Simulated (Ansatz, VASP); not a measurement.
# Ta: VASP beside Ansatz

Contents of INCAR:

```
SYSTEM = Ta
ALGO = Normal
EDIFF = 1E-7
ENCUT = 520
GGA = PS
ISIF = 2
ISMEAR = -1
LASPH = .TRUE.
LCHARG = .TRUE.
LELF = .TRUE.
LREAL = .FALSE.
LVHAR = .TRUE.
LWAVE = .FALSE.
NBANDS = 12
NELM = 60
PREC = Accurate
SIGMA = 0.1
```

KPOINTS

```
k-points
0
G
  21 21 21
  0 0 0
```

The input POSCAR:

```
Ta
1.0
    0.0000000000      2.1424563001      2.1424563001
    2.1424563001      0.0000000000      2.1424563001
    2.1424563001      2.1424563001      0.0000000000
Ta
1
Direct
    0.0000000000      0.0000000000      0.0000000000
```

Input for Ansatz:

```yaml
crystal:
  lattice:
    - [0.0, 2.1424563001, 2.1424563001]
    - [2.1424563001, 0.0, 2.1424563001]
    - [2.1424563001, 2.1424563001, 0.0]
  atoms:
    - { symbol: Ta, position: [0.0, 0.0, 0.0] }
hamiltonian:
  xc: pbesol
  pseudopotentials:
    kind: paw
    azcp:
      Ta: "pseudopotentials/Ta.paw.azcp"
basis:
  ecutwfc: 420
  fft_grid_basis: typed
kpoints:
  mp_grid: { grid: [21, 21, 21], shift: [0, 0, 0] }
magnetization:
  spin_polarized: false
scf:
  occupations: { method: fermi_dirac, width: 0.1 }
output:
  stress: true
```

Alike in both runs: task single point; functional PBEsol; k mesh 21 × 21 × 21; occupations fermi-dirac, width 0.1 eV; no spin polarisation.

|  | VASP | Ansatz |
| --- | --- | --- |
| version | VASP 6.6.1 | Ansatz 0.2.0 |
| potentials or method | VASP PAW PBE potentials, release 64 (Ta_pv), cutoff 520 eV | plane waves (420 eV) with PAW, scalar-relativistic |
| valence electrons in the cell | 11 | 13 |

```tsv
	VASP	Ansatz	Ansatz less VASP
pressure (GPa)	-13.4	-13.4	-0.01
```

VASP's potentials were made for PBE, not for PBEsol, and Ansatz warns of the same on its side. VASP's potentials hold 11 valence electrons a cell and Ansatz's 13, so a difference there can come from the potentials and not from the codes.

Spin-orbit coupling is off throughout.
